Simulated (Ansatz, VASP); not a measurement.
# Two plane-wave programs on Be2B2S5

```
CELL_PARAMETERS angstrom
4.29342 0.00000 0.00000
0.00000 4.29342 0.00000
0.00000 0.00000 7.41305
ATOMIC_POSITIONS crystal
Be 0.50000 0.50000 0.23237
Be 0.50000 0.50000 0.76763
B 0.00000 0.00000 0.00000
B 0.00000 0.00000 0.50000
S 0.50000 0.00000 0.15089
S 0.50000 0.00000 0.84911
S 0.50000 0.50000 0.50000
S 0.00000 0.50000 0.15089
S 0.00000 0.50000 0.84911
```

Change from the starting cell: species swapped into the Eu2Ti2O5 type (P4/mmm, No. 123).

Alike in both runs: functional PBE; k mesh 4 × 4 × 2; occupations gaussian, width 0.1 eV; no spin polarisation.

Ansatz relaxed the structure, and its values are those at the end. VASP's run is a single point on that final structure, the one shown.

```csv
,VASP,Ansatz
version,VASP 6.6.1,Ansatz 0.2.0
potentials or method,"VASP PAW PBE potentials, release 64 (Be, B, S), cutoff 520 eV","scalar-relativistic, plane waves, PAW"
valence electrons in the cell,40,40
```

VASP gave:

- gap on the k mesh at the Fermi level (eV): none
- pressure (GPa): -0.1
- rms of the force components (eV/Å): 0.020

Problem. What did Ansatz give for the same quantities?

Solution. gap on the k mesh at the Fermi level (eV): none; pressure (GPa): 0.1; rms of the force components (eV/Å): 0.014.

A gap of «none» marks a metal or a gap that the smearing closes. The functional is the same, so the differences come from potentials, cutoffs and numerics.

The k mesh is coarse, so the values compare programs but aren't converged.
